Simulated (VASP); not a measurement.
C:

```
C
1.0
     0.00000    1.74696    1.74696
     1.74696    0.00000    1.74696
     1.74696    1.74696    0.00000
C
2
Direct
  0.75000 0.75000 0.75000
  0.50000 0.50000 0.50000
```

Program: VASP 6.6.1. Alike in all runs: task single point; no spin polarisation; cell as given.

Order these runs on this cell by their pressure, lowest first.
A. level LDA; potentials or basis VASP PAW LDA potentials, release 64 (C_h); k mesh 13 × 13 × 13; cutoff (eV) 1300; smearing gaussian 0.05 eV
B. level r2SCAN; potentials or basis VASP PAW PBE potentials, release 64 (C); k mesh 13 × 13 × 13; cutoff (eV) 520; smearing fermi-dirac 0.05 eV
C. level r2SCAN50; potentials or basis VASP PAW PBE potentials, release 64 (C); k mesh 7 × 7 × 7; cutoff (eV) 520; smearing fermi-dirac 0.05 eV; grid for exact exchange (PRECFOCK) Normal; share of exact exchange 0.5
D. level PBEsol-based global hybrid with 25 % exact exchange; potentials or basis VASP PAW PBE potentials, release 64 (C); k mesh 7 × 7 × 7; cutoff (eV) 520; smearing fermi-dirac 0.05 eV; grid for exact exchange (PRECFOCK) Normal; share of exact exchange 0.25

C (13.7 GPa), A (17.0 GPa), D (18.8 GPa), B (29.6 GPa).

Caveats: some runs use coarse meshes; the PAW data sets were made with another functional, which shifts forces and pressure a little (at least some runs); the cell stands under pressure (at least some runs).
